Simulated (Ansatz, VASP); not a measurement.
## TiSi in VASP and in Ansatz

```
Ti Si
1.0
     3.31273    0.00000    0.00000
     0.00000    6.97228    0.00000
     0.00000    0.00000    3.81147
Ti Si
4 4
Direct
  0.00000 0.50000 0.05075
  0.50000 0.50000 0.55075
  0.50000 0.00000 0.55075
  0.00000 0.00000 0.05075
  0.00000 0.75000 0.55075
  0.00000 0.25000 0.55075
  0.50000 0.25000 0.05075
  0.50000 0.75000 0.05075
```

Change from the starting cell: strain -0.080 along x and y, -0.080 along z, atoms carried along.

Alike in both runs: task single point; functional PBEsol; k mesh 12 × 6 × 10; occupations gaussian, width 0.15 eV; no spin polarisation.

|  | VASP | Ansatz |
| --- | --- | --- |
| version | VASP 6.6.1 | Ansatz 0.2.0 |
| potentials or method | VASP PAW PBE potentials, release 64 (Ti_sv, Si), cutoff 520 eV | scalar-relativistic, plane waves, PAW |
| valence electrons in the cell | 64 | 64 |

Ansatz gave:

- gap on the k mesh at the Fermi level (eV): none
- pressure (GPa): 61.3
- traceless stress, the component that is largest in VASP (GPa): -8.87

Q: What did VASP give for the same quantities?

A: gap on the k mesh at the Fermi level (eV): none; pressure (GPa): 61.2; traceless stress, the component that is largest in VASP (GPa): -9.03.

VASP's potentials were made for PBE, not for PBEsol. A gap of «none» marks a metal or a gap that the smearing closes. Both programs put the cell under a high pressure, so it lies far from rest at this level. The functional is the same, so the differences come from potentials, cutoffs and numerics.

Noted on VASP's run: the cell as given lies far from equilibrium.
